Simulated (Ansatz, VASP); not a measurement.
# One calculation of H, two programs

The input INCAR:

```
PREC = Accurate
ENCUT = 520
EDIFF = 1E-7
ISMEAR = -1
SIGMA = 0.05
LREAL = F
LASPH = T
NELM = 100
ALGO = Normal
ISIF = 2
LWAVE = F
LCHARG = F
GGA = PE
NBANDS = 6
```

File KPOINTS:

```
regular mesh
0
Gamma
  20 20 20
```

File POSCAR:

```
H
1.0
    0.0000000000      1.1264061985      1.1264061985
    1.1264061985      0.0000000000      1.1264061985
    1.1264061985      1.1264061985      0.0000000000
H
1
Direct
    0.0000000000      0.0000000000      0.0000000000
```

Input for Ansatz:

```yaml
crystal:
  lattice:
    - [0.0, 1.1264061985, 1.1264061985]
    - [1.1264061985, 0.0, 1.1264061985]
    - [1.1264061985, 1.1264061985, 0.0]
  atoms:
    - { symbol: H, position: [0.0, 0.0, 0.0] }
kpoints:
  mp_grid: { grid: [20, 20, 20] }
scf:
  occupations: { method: fermi_dirac, width: 0.05 }
hamiltonian:
  xc: pbe
  pseudopotentials: { kind: all_electron, lapw: { basis_error: 0.001 } }
output:
  forces: true
  stress: true
  eigenvalues: true
```

Change from the starting cell: volume scaled by 0.96.

Alike in both runs: task single point; functional PBE; k mesh 20 × 20 × 20; occupations fermi-dirac, width 0.05 eV; no spin polarisation.

```csv
,VASP,Ansatz
version,VASP 6.6.1,Ansatz 0.2.0
potentials or method,"VASP PAW PBE potentials, release 64 (H), cutoff 520 eV","all-electron LAPW, scalar-relativistic"
```

Ansatz gave:

| Property | Result |
| --- | --- |
| pressure (GPa) | 4.4 |

Question: What did VASP give for the same quantities?

Answer: Pressure (GPa): 3.9.

Ansatz ran all-electron here, and VASP with PAW potentials.
